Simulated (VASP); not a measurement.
Wanted: the native input for a VASP 6.6.1 run.

```
Task                   : single point
Functional             : PBEsol
Potentials or basis    : VASP PAW PBE potentials, release 64 (Hf_pv)
Cutoff                 : 520 eV
k mesh                 : 8 × 8 × 12
Occupations            : fermi-dirac, width 0.1 eV
Spin                   : no spin polarisation
Dipole correction      : no
Further INCAR settings : ALGO = Normal; EDIFF = 1e-06; NBANDS = 22
```

The structure of Hf lies in POSCAR:

```
Hf
1.0
    4.7144963047      0.0000000000      0.0000000000
   -2.3572481523      4.0828735659      0.0000000000
    0.0000000000      0.0000000000      2.9336698366
Hf
3
Direct
    0.0000000000      0.0000000000      0.0000000000
    0.3333333333      0.6666666667      0.5000000000
    0.6666666667      0.3333333333      0.5000000000
```

This isn't the form of Hf at room conditions, which is hcp.

One way to write it, as run:

INCAR

```
SYSTEM = Hf
PREC = Accurate ; ENCUT = 520
EDIFF = 1E-6 ; ISMEAR = -1
SIGMA = 0.1 ; LREAL = .False.
LASPH = .True. ; NELM = 100
ALGO = Normal ; ISIF = 2
LWAVE = .False. ; LCHARG = .True.
GGA = PS ; LELF = .True.
LVHAR = .True. ; NBANDS = 22
```

KPOINTS

```
Automatic mesh
0
Gamma
  8 8 12
  0 0 0
```

Potentials or basis: VASP PAW PBE potentials, release 64 (Hf_pv).

The run is started by

```sh
$ cat potpaw_PBE.64/Hf_pv/POTCAR > POTCAR
$ mpirun -np 1 vasp_std > vasp.out
```

It gave:

```json
{
  "Pressure": "18.0 GPa",
  "Band gap on the k mesh": "zero (bands 15 and 16 overlap by 1.02 eV)"
}
```

Caveat: the cell stands under pressure; the PAW data sets were made with another functional, which shifts forces and pressure a little; spin-orbit coupling is left out, which moves the levels of the heavy elements.

Wall time 110 s on 1 thread of Intel Xeon 8259CL (shared host), peak memory 0.22 GiB.
